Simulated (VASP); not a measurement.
A run of VASP 6.6.1:

Contents of INCAR:

```
SYSTEM = NiCl3
PREC = Accurate ; ENCUT = 520
EDIFF = 1E-6 ; ISMEAR = -1
SIGMA = 0.1 ; LREAL = .FALSE.
LASPH = .TRUE. ; NELM = 60
ALGO = Normal ; ISIF = 2
LWAVE = .FALSE. ; LCHARG = .TRUE.
GGA = PS ; LELF = .TRUE.
LVHAR = .TRUE. ; NBANDS = 41
```

File KPOINTS:

```
regular mesh
0
G
  4 4 3
  0 0 0
```

POSCAR

```
NiCl3
1.0
    3.0198639019      5.2305577100      0.0000000000
   -3.0198639019      5.2305577100      0.0000000000
    0.0000000000      0.0000000000      5.5843050248
Cl Ni
6 2
Direct
    0.2938062053      0.7061937947      0.2500000000
    0.2938062053      0.0000000000      0.7500000000
    0.0000000000      0.2938062053      0.2500000000
    0.7061937947      0.2938062053      0.7500000000
    0.7061937947      0.0000000000      0.2500000000
    0.0000000000      0.7061937947      0.7500000000
    0.0000000000      0.0000000000      0.0000000000
    0.0000000000      0.0000000000      0.5000000000
```

Potentials or basis: VASP PAW PBE potentials, release 64 (Cl, Ni).

The run is started by

```bash
$ cat potpaw_PBE.64/Cl/POTCAR potpaw_PBE.64/Ni/POTCAR > POTCAR
$ mpirun -np 1 vasp_std > vasp.out
```

Hardware: 1 thread of Intel(R) Xeon(R) Platinum 8175M CPU @ 2.50GHz (Skylake/Cascade Lake) (shared host).

Task: How long does it take, and how much memory?

Result: Run time: 100 s on 1 thread of Intel(R) Xeon(R) Platinum 8175M CPU @ 2.50GHz (Skylake/Cascade Lake) (shared host), peak memory 0.3 GiB. Counts: scf iterations 18, k points 8.
